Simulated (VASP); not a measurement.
# YHg (P4/mmm) in VASP: further runs, part 2 of 2

VASP 6.6.1.

## 3. Single point, LDA (zz strain of -1 %)

File INCAR:

```
ALGO = Normal
EDIFF = 1E-6
ENCUT = 520
GGA = CA
ISIF = 2
ISMEAR = -1
LASPH = True
LCHARG = False
LREAL = False
LWAVE = False
NBANDS = 18
NELM = 100
PREC = Accurate
SIGMA = 0.08
```

File KPOINTS:

```
k-points
0
Gamma
  11 11 11
```

File POSCAR:

```
YHg
1.0
    3.6820000000      0.0000000000      0.0000000000
    0.0000000000      3.6820000000      0.0000000000
    0.0000000000      0.0000000000      3.6451800000
Y Hg
1 1
Direct
    0.5000000000      0.5000000000      0.5000000000
    0.0000000000      0.0000000000      0.0000000000
```

Potentials or basis: VASP PAW LDA potentials, release 64 (Y_sv, Hg).

Launch:

```console
> cat potpaw_LDA.64/Y_sv/POTCAR potpaw_LDA.64/Hg/POTCAR > POTCAR
> mpirun -np 1 vasp_std > vasp.out
```

OUTCAR:

```text
EDIFF = 1E-6
   ENCUT = 520
   GGA = CA
   ISIF = 2
   ISMEAR = -1
   LASPH = True
   LREAL = False
   NELM = 100
   PREC = Accurate

 ion  position               nearest neighbor table
   1  0.500  0.500  0.500-   2 3.18   2 3.18   2 3.18   2 3.18   2 3.18   2 3.18   2 3.18   2 3.18

   2  0.000  0.000  0.000-   1 3.18   1 3.18   1 3.18   1 3.18   1 3.18   1 3.18   1 3.18   1 3.18

  LATTYP: Found a simple tetragonal cell.
 ALAT       =     3.6820000000
 C/A-ratio  =     0.9900000000

  Lattice vectors:

 A1 = (   3.6820000000,   0.0000000000,   0.0000000000)
 A2 = (   0.0000000000,   3.6820000000,   0.0000000000)
 A3 = (   0.0000000000,   0.0000000000,   3.6451800000)

Analysis of symmetry for initial positions (statically):
=====================================================================
 Subroutine PRICEL returns:
 Original cell was already a primitive cell.

 Routine SETGRP: Setting up the symmetry group for a
 simple tetragonal supercell.

 Subroutine GETGRP returns: Found 16 space group operations
 (whereof 16 operations were pure point group operations)
 out of a pool of 16 trial point group operations.

The static configuration has the point symmetry D_4h.

Analysis of symmetry for dynamics (positions and initial velocities):
=====================================================================
 Subroutine PRICEL returns:
 Original cell was already a primitive cell.

 Routine SETGRP: Setting up the symmetry group for a
 simple tetragonal supercell.

 Subroutine GETGRP returns: Found 16 space group operations
 (whereof 16 operations were pure point group operations)
 out of a pool of 16 trial point group operations.

The dynamic configuration has the point symmetry D_4h.

 Subroutine INISYM returns: Found 16 space group operations
[... 111 lines left out ...]
   EFERMI =   0.00;   METHOD = LEGACY
   ISMEAR =    -1;   SIGMA  =   0.08  broadening in eV -4-tet -1-fermi 0-gaus
   EFERMI_NEDOS =   21; number of points for ismear=-14 and -15
   IALGO  =     38    algorithm
   IMIX   =      4    mixing-type and parameters
     AMIX     =   0.40;   BMIX     =  1.00
     AMIX_MAG =   1.60;   BMIX_MAG =  1.00
  volume/ion in A,a.u.               =      24.71       166.75
  Fermi-wavevector in a.u.,A,eV,Ry     =   1.268689  2.397475 21.899562  1.609572
  Thomas-Fermi vector in A             =   2.401771
   LORBIT       =      0    0 simple, 1 ext, 2 COOP (PROOUT), +10 PAW based schemes
   GGA     = CA    functional components
   LHFCALC =     F    Hartree Fock is set to
   AEXX    =    0.0000 exact exchange contribution
   IVDW    =     0    specifies the selected vdW correction
   LEPSILON=     F    determine dielectric tensor
   LRPA    =     F    only Hartree local field effects (RPA)
 non-spin polarized calculation
  energy-cutoff  :      520.00
  volume of cell :       49.42
 maximum number of plane-waves:      1357
 NGX is ok and might be reduce to    28
   NGX = 13   NGY = 13   NGZ = 13

 number of electron      23.0000000 magnetization

 Free energy of the ion-electron system (eV)
  ---------------------------------------------------
  ext. energy  EPLUGINS =         0.00000000
  ---------------------------------------------------
  free energy    TOTEN  =        -9.21426213 eV

  energy without entropy =       -9.16866487  energy(sigma->0) =       -9.19146350

 E-fermi :   3.9115     XC(G=0): -10.9145

 val. band max:        3.9044529385   @ k =   0.4545   0.0000   0.0000
 cond. band min:       3.9257256805   @ k =   0.2727   0.0000   0.3636
 fundamental gap:      0.0212727420
 Fermi energy:         3.9115287485

 k-point     1 :       0.0000    0.0000    0.0000
  band No.  band energies     occupation
      1     -38.9696      2.00000
      2     -18.9785      2.00000
      3     -18.9785      2.00000
      4     -18.9661      2.00000
      5      -4.1366      2.00000
      6      -3.9094      2.00000
[... 481 lines left out ...]
      5      -3.8355      2.00000
      6      -3.7706      2.00000
[... 10 lines left out ...]
     17       9.7566      0.00000
     18      10.5677      0.00000

 [... further k-points ...]

------------------------ aborting loop because EDIFF is reached ----------------------------------------

  FORCE on cell =-STRESS in cart. coord.  units (eV):
  Direction    XX          YY          ZZ          XY          YZ          ZX
  --------------------------------------------------------------------------------------
  -------------------------------------------------------------------------------------
  Total       -0.8330702     -0.8330702     -0.7347559      0.0000000      0.0000000      0.0000000
  in kB      -27.0088206    -27.0088206    -23.8213917      0.0000000      0.0000000      0.0000000
  external PRESSURE =     -25.9463443 kB  Pullay stress =       0.0000000 kB

 VOLUME and BASIS-vectors are now :
 -----------------------------------------------------------------------------
  energy-cutoff  :      520.00
  volume of cell :       49.42
      direct lattice vectors                 reciprocal lattice vectors
     3.682000000  0.000000000  0.000000000     0.271591526  0.000000000  0.000000000
     0.000000000  3.682000000  0.000000000     0.000000000  0.271591526  0.000000000
     0.000000000  0.000000000  3.645180000     0.000000000  0.000000000  0.274334875

 POSITION                                       TOTAL-FORCE (eV/Angst)
 -----------------------------------------------------------------------------------
      1.84100      1.84100      1.82259         0.000000      0.000000      0.000000
      0.00000      0.00000      0.00000         0.000000      0.000000      0.000000
 -----------------------------------------------------------------------------------
    total drift:                               -0.000000      0.000000      0.000000

  FREE ENERGIE OF THE ION-ELECTRON SYSTEM (eV)
  ---------------------------------------------------
  free  energy   TOTEN  =        -9.2142621270 eV

  energy  without entropy=       -9.1686648703  energy(sigma->0) =       -9.19146350
```

OSZICAR:

```text
N       E                     dE             d eps       ncg     rms          rms(c)
DAV:   1     0.134499266506E+03    0.13450E+03   -0.11720E+04  4576   0.122E+03
DAV:   2    -0.350587787382E+01   -0.13801E+03   -0.13363E+03  4924   0.307E+02
DAV:   3    -0.958481380696E+01   -0.60789E+01   -0.60260E+01  6944   0.531E+01
DAV:   4    -0.974111900272E+01   -0.15631E+00   -0.15582E+00  5536   0.605E+00
DAV:   5    -0.974393904340E+01   -0.28200E-02   -0.28187E-02  5634   0.639E-01    0.296E+01
DAV:   6    -0.930738010026E+01    0.43656E+00   -0.71724E-01  5114   0.743E+00    0.180E+01
DAV:   7    -0.922243924965E+01    0.84941E-01   -0.49110E-01  5208   0.422E+00    0.269E+00
DAV:   8    -0.921558907563E+01    0.68502E-02   -0.33987E-02  4964   0.131E+00    0.462E-01
DAV:   9    -0.921427118197E+01    0.13179E-02   -0.79485E-03  5500   0.624E-01    0.103E-01
DAV:  10    -0.921426241725E+01    0.87647E-05   -0.29652E-04  5090   0.984E-02    0.173E-02
DAV:  11    -0.921426212697E+01    0.29028E-06   -0.91191E-06  5418   0.219E-02
   1 F= -.92142621E+01 E0= -.91914635E+01  d E =-.455973E-01
```

Run time: 64 s. Hardware: 1 thread of Intel Xeon Platinum 8259CL at 2.50GHz (Skylake/Cascade Lake), shared host; peak memory 0.25 GiB.

What came out:

```yaml
Free_energy: -9.2143 eV
Pressure: -2.6 GPa
Band_gap_on_the_k_mesh: zero (an odd number of electrons rules out a gap without spin polarisation)
```

Caveat: the cell differs from its parent crystal (zz strain of -1 %); spin-orbit coupling is left out, which moves the levels of the heavy elements.

## 4. Single point, LDA (zz strain of +1 %)

File INCAR:

```
PREC = Accurate
ENCUT = 520
EDIFF = 1E-7
ISMEAR = -1
SIGMA = 0.08
LREAL = F
LASPH = T
NELM = 80
ALGO = Normal
ISIF = 2
LWAVE = F
LCHARG = T
GGA = CA
LELF = T
LVHAR = T
NBANDS = 18
```

File KPOINTS:

```
Automatic mesh
0
Gamma
  11 11 11
```

POSCAR, as its differences from that of step 3:

```diff
@@ -4,3 +4,3 @@
     0.0000000000      3.6820000000      0.0000000000
-    0.0000000000      0.0000000000      3.6451800000
+    0.0000000000      0.0000000000      3.7188200000
 Y Hg
```

Launch:

```console
> cat potpaw_LDA.64/Y_sv/POTCAR potpaw_LDA.64/Hg/POTCAR > POTCAR
> mpirun -np 1 vasp_std > vasp.out
```

Run time: 74 s. Hardware: 1 thread of Intel Xeon Platinum 8259CL at 2.50GHz (Skylake/Cascade Lake), shared host; peak memory 0.25 GiB.

It converged, with:

- Free energy: -9.1942 eV
- Pressure: -3.9 GPa
- Band gap on the k mesh: zero (an odd number of electrons rules out a gap without spin polarisation)

Stress tensor (GPa, compression positive):
```
-3.81  0.00  0.00
 0.00 -3.81  0.00
 0.00  0.00 -4.12
```

Levels at points of the mesh, in eV from the Fermi level:
| k point | band 7 | band 8 | band 9 | band 10 | band 11 | band 12 | band 13 | band 14 | band 15 | band 16 |
| --- | --- | --- | --- | --- | --- | --- | --- | --- | --- | --- |
| (0.00, 0.00, 0.00) | -7.74 | -7.18 | -7.18 | -7.17 | 0.24 | 0.26 | 3.74 | 3.74 | 3.78 | 4.28 |

Caveat: the cell differs from its parent crystal (zz strain of +1 %); the cell stands under tension; spin-orbit coupling is left out, which moves the levels of the heavy elements.

## 5. Overview

```csv
cell,gap on the mesh (eV),pressure (GPa)
"a = 3.682, b = 3.682, c = 3.608 Å, 2 atoms",none,-1.9
"a = 3.682, b = 3.682, c = 3.645 Å, 2 atoms",none,-2.6
"a = 3.682, b = 3.682, c = 3.719 Å, 2 atoms",none,-3.9
```

Alike in all rows: task single point; level LDA; potentials or basis VASP PAW LDA potentials, release 64 (Y_sv, Hg); no spin polarisation; k mesh 11 × 11 × 11; cutoff (eV) 520; smearing fermi-dirac 0.08 eV.

Caveats: spin-orbit coupling is left out, which moves the levels of the heavy elements; the cell stands under tension (at least some runs).

Total energies depend on the potentials used, so only differences within one code and one set of settings carry meaning.
